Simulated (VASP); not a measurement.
A run of VASP 6.6.1:

File INCAR:

```
  PREC = Accurate
  ENCUT = 520
  EDIFF = 1E-7
  ISMEAR = 0
  SIGMA = 0.1
  LREAL = F
  LASPH = T
  NELM = 60
  ALGO = Normal
  ISIF = 2
  LWAVE = F
  LCHARG = F
  GGA = PE
  NBANDS = 36
```

The input KPOINTS:

```
regular mesh
0
Gamma
  8 8 8
```

Contents of POSCAR:

```
CoSi
1.0
    4.4307234415      0.0000000000      0.0000000000
    0.0000000000      4.4307234415      0.0000000000
    0.0000000000      0.0000000000      4.4307234415
Co Si
4 4
Direct
    0.1447094016      0.1447094016      0.1447094016
    0.6447094016      0.3552905984      0.8552905984
    0.8552905984      0.6447094016      0.3552905984
    0.3552905984      0.8552905984      0.6447094016
    0.8431281249      0.8431281249      0.8431281249
    0.3431281249      0.6568718751      0.1568718751
    0.1568718751      0.3431281249      0.6568718751
    0.6568718751      0.1568718751      0.3431281249
```

Potentials or basis: VASP PAW PBE potentials, release 64 (Co, Si).

Command:

```sh
$ cat potpaw_PBE.64/Co/POTCAR potpaw_PBE.64/Si/POTCAR > POTCAR
$ mpirun -np 1 vasp_std > vasp.out
```

Hardware: 1 thread of Intel Xeon 8259CL (shared host).

Question: How long does it take, and how much memory?

Answer: Run time: 4.2 min on 1 thread of Intel Xeon 8259CL, with other jobs on the host, peak memory 0.27 GiB. Counts: scf iterations 16, k points 45.
